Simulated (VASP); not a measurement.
V2SiN2, 5 atoms in the cell. The structure is trigonal, space group P-3m1 (No. 164). Conventional cell: a = 4.032 Å, b = 4.032 Å, c = 2.899 Å, α = 90.00°, β = 90.00°, γ = 120.00°. Within 1.6 Å of V (site symmetry 3m) lie 1 N at 1.22 Å. Si (site symmetry -3m) has 12 V at 2.44 to 3.17 Å and 12 N at 2.51 to 3.05 Å and 2 Si at 2.90 Å within 3.2 Å. Within 1.6 Å of N (site symmetry 3m) lie 1 V at 1.22 Å. The cell was generated, and may not be a known phase.

```yaml
Program: VASP 6.6.1
Task: single point
Functional: PBE
Potentials_or_basis: VASP PAW PBE potentials, release 64 (V_sv, Si, N)
Cutoff: 520 eV
k_mesh: 6 × 6 × 6
Occupations: gaussian, width 0.1 eV
Spin: collinear spin, antiferromagnetic start
Starting_moments: "[2.0, -2.0, 0.0, 0.0, 0.0] μB"
Dipole_correction: no
Further_INCAR_settings: ALGO = Normal; EDIFF = 1e-07; NBANDS = 32
```

Potentials or basis: VASP PAW PBE potentials, release 64 (V_sv, Si, N).

Run with:

```console
$ cat potpaw_PBE.64/V_sv/POTCAR potpaw_PBE.64/Si/POTCAR potpaw_PBE.64/N/POTCAR > POTCAR
$ mpirun -np 1 vasp_std > vasp.out
```

Hardware: 1 thread of Intel Xeon 8259CL (shared host).

Q: How long does it take, and how much memory?

A: Run time: 2.7 min on 1 thread of Intel Xeon 8259CL, on a shared host, peak memory 0.22 GiB. Counts: scf iterations 16, k points 34.
